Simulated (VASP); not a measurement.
# CaO: single point with r2SCAN

The system is CaO.

```xyz
2
Lattice="0.0502 2.3998 2.3998 2.3998 0.0502 2.3998 2.3998 2.3998 0.0502" Properties=species:S:1:pos:R:3 pbc="T T T"
Ca    0.0000    0.0000    0.0000
O     2.4249    2.4249    2.4249
```

This cell differs from its parent crystal: epitaxial 111 strain -2.0%.

```yaml
Program: VASP 6.6.1
Task: single point
Functional: r2SCAN
Potentials_or_basis: VASP PAW PBE potentials, release 64 (Ca_sv, O_h)
Cutoff: 1480 eV
k_mesh: 10 × 10 × 10
Occupations: gaussian, width 0.01 eV
Spin: no spin polarisation
Dipole_correction: no
Further_INCAR_settings: ALGO = Normal; EDIFF = 1e-06; NBANDS = 15
```

```yaml
Pressure: 4.7 GPa
Band_gap_on_the_k_mesh: 4.14 eV (least direct gap 4.49 eV)
```

Stress tensor (GPa, compression positive):
```
 4.66 -1.76 -1.76
-1.76  4.66 -1.76
-1.76 -1.76  4.66
```

Levels at points of the mesh, in eV from the valence-band top:
| k point | band 6 | band 7 | band 8 | band 9 | band 10 | band 11 |
| --- | --- | --- | --- | --- | --- | --- |
| (0.00, 0.00, 0.00) | -0.11 | 0.00 | 0.00 | 5.67 | 6.72 | 7.00 |
| (0.50, 0.00, 0.00) | -2.73 | -1.43 | -1.26 | 7.81 | 9.14 | 9.39 |
| (0.50, 0.50, 0.00) | -1.32 | -0.45 | -0.35 | 4.14 | 8.98 | 9.79 |
| (0.50, 0.50, 0.50) | -2.73 | -1.20 | -1.20 | 7.75 | 9.08 | 9.08 |

It took 15 min on 1 thread of AMD EPYC 9R45 96-Core Processor (Zen 5) (shared host), peak memory 0.51 GiB.

Caveat: the cell differs from its parent crystal (epitaxial 111 strain -2.0%); the cell stands under pressure; the PAW data sets were made with another functional, which shifts forces and pressure a little. A k mesh can miss the band edges.
